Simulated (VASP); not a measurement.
Set up this calculation in VASP 6.6.1, as the native input.

| Quantity | Value |
| --- | --- |
| Task | relaxation of cell and atoms |
| Functional | PBE |
| Dispersion | D3(BJ) |
| Potentials or basis | VASP PAW PBE potentials, release 64 (Sn_d, Se) |
| Cutoff | 600 eV |
| k mesh | 6 × 6 × 6 |
| Occupations | fermi-dirac, width 0.02 eV |
| Spin | no spin polarisation |
| Dipole correction | no |
| Further INCAR settings | ALGO = Normal; EDIFF = 1e-07; IBRION = 2; EDIFFG = -0.005; NSW = 80; ISIF = 3 |

The structure of SnSe lies in POSCAR:

```
SnSe
1.0
    2.1550000000     -5.8525000000      0.0000000000
    2.1550000000      5.8525000000      0.0000000000
    0.0000000000      0.0000000000      4.3180000000
Sn Se
2 2
Direct
    0.8800000000      0.1200000000      0.2500000000
    0.1200000000      0.8800000000      0.7500000000
    0.6440000000      0.3560000000      0.2500000000
    0.3560000000      0.6440000000      0.7500000000
```

The input as run:

INCAR

```
ALGO = Normal
EDIFF = 1E-7
EDIFFG = -0.005
ENCUT = 600
GGA = PE
IBRION = 2
ISIF = 3
ISMEAR = -1
IVDW = 12
LASPH = True
LCHARG = False
LREAL = False
LWAVE = False
NELM = 80
NSW = 80
PREC = Accurate
SIGMA = 0.02
```

KPOINTS

```
k-points
0
Gamma
  6 6 6
```

Potentials or basis: VASP PAW PBE potentials, release 64 (Sn_d, Se).

Run with:

```sh
$ cat potpaw_PBE.64/Sn_d/POTCAR potpaw_PBE.64/Se/POTCAR > POTCAR
$ mpirun -np 1 vasp_std > vasp.out
```

It gave:

| Quantity | Value |
| --- | --- |
| Relaxed volume | 25.91 Å³/atom |
| Relaxed cell | a = 6.170 Å, b = 6.170 Å, c = 4.229 Å, α = 90.00°, β = 90.00°, γ = 139.93° |
| Space group after relaxing (to 0.1 Å) | Cmcm (No. 63) |
| Energy gained by relaxing | 13.8 meV/atom |
| Ionic steps | 15 |
| Pressure after relaxing | 0.0 GPa |
| Largest force after relaxing | 0.004 eV/Å |
| Band gap on the k mesh | 0.10 eV (least direct gap 0.22 eV) |
| Dispersion energy per atom | -0.373 eV |

Caveat: semilocal functionals underestimate gaps, and a narrow one can read as zero; spin-orbit coupling is left out, which moves the levels of the heavy elements.

Wall time 46 min on 1 thread of Oxide Virtual Turin-like Processor, with other jobs on the host, peak memory 0.38 GiB.
